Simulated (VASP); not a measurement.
A run of VASP 6.6.1 is set up as follows.

The input INCAR:

```
SYSTEM = SnO
  PREC = Accurate
  ENCUT = 520
  EDIFF = 1E-6
  ISMEAR = -1
  SIGMA = 0.05
  LREAL = .False.
  LASPH = .True.
  NELM = 60
  ALGO = Normal
  ISIF = 2
  LWAVE = .False.
  LCHARG = .True.
  LELF = .True.
  LVHAR = .True.
  NBANDS = 28
```

Contents of KPOINTS:

```
Automatic mesh
0
Gamma
  9 9 7
  0 0 0
```

The input POSCAR:

```
SnO
1.0
    3.8136952200      0.0000000000      0.0000000000
    0.0000000000      3.8136952200      0.0000000000
    0.0000000000      0.0000000000      4.8869133000
Sn O
2 2
Direct
    0.0000000000      0.5000000000      0.2353738600
    0.5000000000      0.0000000000      0.7646261400
    0.5000000000      0.5000000000      0.0000000000
    0.0000000000      0.0000000000      0.0000000000
```

Potentials or basis: VASP PAW LDA potentials, release 64 (Sn_d, O).

The run is started by

```sh
$ cat potpaw_LDA.64/Sn_d/POTCAR potpaw_LDA.64/O/POTCAR > POTCAR
$ mpirun -np 1 vasp_std > vasp.out
```

What does it give for the pressure?

-3.0 GPa.

Predict the band gap on the k mesh.

0.34 eV (least direct gap 1.95 eV).

What does it give for the largest force?

0.128 eV/Å.

Forces in eV/Å, atoms in the order of the input:
```
Sn   0.000  0.000 -0.128
Sn   0.000  0.000  0.128
O    0.000  0.000  0.000
O    0.000  0.000  0.000
```

Caveat: the cell stands under tension; semilocal functionals underestimate gaps, and a narrow one can read as zero; spin-orbit coupling is left out, which moves the levels of the heavy elements. A k mesh can miss the band edges.
